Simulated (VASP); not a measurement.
Runs of VASP 6.6.1 on Ge. The structure is that of space group P6/mmm (No. 191), or close to it. The cells are those of the table. 

| task | cell | cutoff (eV) | gap on the mesh (eV) | pressure (GPa) |
| --- | --- | --- | --- | --- |
| single point | a = 2.173, b = 2.173, c = 2.037 Å, angles 90.0, 90.0, 120.0°, 1 atom | 520 | none | 393.6 |
| relaxation of cell and atoms | relaxed to 390 GPa from a = 2.173, b = 2.173, c = 2.038 Å, angles 90.0, 90.0, 120.0°, 1 atom | 600 | none | 390.0 |
| single point | a = 2.173, b = 2.173, c = 2.038 Å, angles 90.0, 90.0, 120.0°, 1 atom | 520 | none | (a) |
| relaxation of cell and atoms | relaxed to 390 GPa from a = 2.159, b = 2.159, c = 2.030 Å, angles 90.0, 90.0, 120.0°, 1 atom | 600 | none | 390.0 |

Alike in all rows: level PBE; potentials or basis VASP PAW PBE potentials, release 64 (Ge_d); no spin polarisation; k mesh 20 × 20 × 19; smearing fermi-dirac 0.1 eV.

Q: Estimate the missing entries.

A: (a) 392.9.

Caveats: the cell is relaxed towards a set pressure, so the enthalpy falls and the energy may rise (some runs).

A k mesh can miss the band edges, and the runs leave out spin-orbit coupling on Ge.

A gap of «none» marks levels without a gap at the run's occupations.
